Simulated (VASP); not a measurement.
Set up this calculation in VASP 6.6.1, as the native input.

```yaml
Task: single point
Functional: PBE
Potentials_or_basis: VASP PAW PBE potentials, release 64 (Sc_sv)
Cutoff: 520 eV
k_mesh: 14 × 14 × 10
Occupations: gaussian, width 0.1 eV
Spin: no spin polarisation
Dipole_correction: no
Further_INCAR_settings: ALGO = Normal; EDIFF = 1e-06; NBANDS = 18
```

The structure of Sc lies in POSCAR:

```
Sc
1.0
    3.3656304457      0.0000000000      0.0000000000
    0.0000000000      3.3656304457      0.0000000000
    0.0000000000      0.0000000000      4.5339997628
Sc
2
Direct
    0.0000000000      0.0000000000      0.0000000000
    0.5000000000      0.5000000000      0.5000000000
```

This cell differs from its parent crystal: biaxial strain in the a-b plane: +3.0 %.

These files were run (other wordings do the same):

INCAR

```
ALGO = Normal
EDIFF = 1E-6
ENCUT = 520
GGA = PE
ISIF = 2
ISMEAR = 0
LASPH = True
LCHARG = True
LELF = True
LREAL = False
LVHAR = True
LWAVE = False
NBANDS = 18
NELM = 100
PREC = Accurate
SIGMA = 0.1
```

KPOINTS

```
k-points
0
Gamma
  14 14 10
```

Potentials or basis: VASP PAW PBE potentials, release 64 (Sc_sv).

The run is started by

```sh
$ cat potpaw_PBE.64/Sc_sv/POTCAR > POTCAR
$ mpirun -np 1 vasp_std > vasp.out
```

Results of the run:

```json
{
 "Pressure": "-1.9 GPa",
 "Band gap on the k mesh": "zero (band 11 reaches 3.98 eV, above the bottom of band 12 at 2.98 eV)"
}
```

Caveat: the cell differs from its parent crystal (biaxial strain in the a-b plane: +3.0 %).

Wall time 2.3 min on 1 thread of Intel(R) Xeon(R) Platinum 8259CL CPU @ 2.50GHz (Skylake/Cascade Lake), on a shared host, peak memory 0.29 GiB.
